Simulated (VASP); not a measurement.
Here is a VASP 6.6.1 calculation.

INCAR

```
SYSTEM = Na
PREC     = Accurate       ! precision mode
ENCUT    = 600            ! plane-wave cutoff, eV
EDIFF    = 1E-6           ! SCF threshold, eV
ISMEAR   = -1             ! smearing method
SIGMA    = 0.1            ! smearing width, eV
LREAL    = .False.        ! projectors in reciprocal space
LASPH    = .True.         ! aspherical terms in the spheres
NELM     = 100            ! most SCF steps
ALGO     = Normal         ! electronic algorithm
ISIF     = 3              ! what is computed and relaxed
LWAVE    = .False.        ! write WAVECAR
LCHARG   = .False.        ! write CHGCAR
IBRION   = 2              ! ionic algorithm
NSW      = 32             ! ionic steps
EDIFFG   = -0.005         ! ionic threshold
PSTRESS  = 220.0
```

Contents of KPOINTS:

```
Automatic mesh
0
Gamma
  16 16 16
  0 0 0
```

POSCAR

```
Na
1.0
    0.0000000000      2.0408108241      2.0408108241
    2.0408108241      0.0000000000      2.0408108241
    2.0408108241      2.0408108241      0.0000000000
Na
1
Direct
    0.0000000000      0.0000000000      0.0000000000
```

Potentials or basis: VASP PAW LDA potentials, release 64 (Na_pv).

Command:

```bash
$ cat potpaw_LDA.64/Na_pv/POTCAR > POTCAR
$ mpirun -np 1 vasp_std > vasp.out
```

Problem. Estimate the relaxed volume.

Solution. 17.02 Å³/atom.

Problem. Estimate the relaxed cell.

Solution. a = 2.887 Å, b = 2.887 Å, c = 2.887 Å, α = 60.00°, β = 60.00°, γ = 60.00°.

Problem. Predict the space group after relaxing (to 0.05 Å).

Solution. Fm-3m (No. 225).

Step by step:
```
step  energy change (eV)  largest force (eV/Å)  pressure (GPa)  volume (Å³)
   1              0.0000                0.0000           21.91        17.00
   2              0.0033                0.0000           22.23        16.98
   3              0.0009                0.0000           22.09        16.99
   4              0.0005                0.0000           22.05        17.00
   5              0.0002                0.0000           22.13        17.00
   6              0.0001                0.0000           22.10        17.00
   7              0.0000                0.0000           22.10        17.00
   8              0.0000                0.0000           22.10        17.00
   9              0.0000                0.0000           22.09        17.00
  10              0.0000                0.0000           22.09        17.00
  11              0.0000                0.0000           22.09        17.00
  12              0.0000                0.0000           22.09        17.00
  13              0.0000                0.0000           22.09        17.00
  14              0.0000                0.0000           22.09        17.00
  15              0.0000                0.0000           22.09        17.00
  16              0.0000                0.0000           22.09        17.00
  17              0.0000                0.0000           22.09        17.00
  18              0.0000                0.0000           22.09        17.00
  19              0.0000                0.0000           22.09        17.00
  20             -0.0025                0.0000           21.97        17.02
```

Caveat: the cell is relaxed towards a set pressure, so the enthalpy falls and the energy may rise.
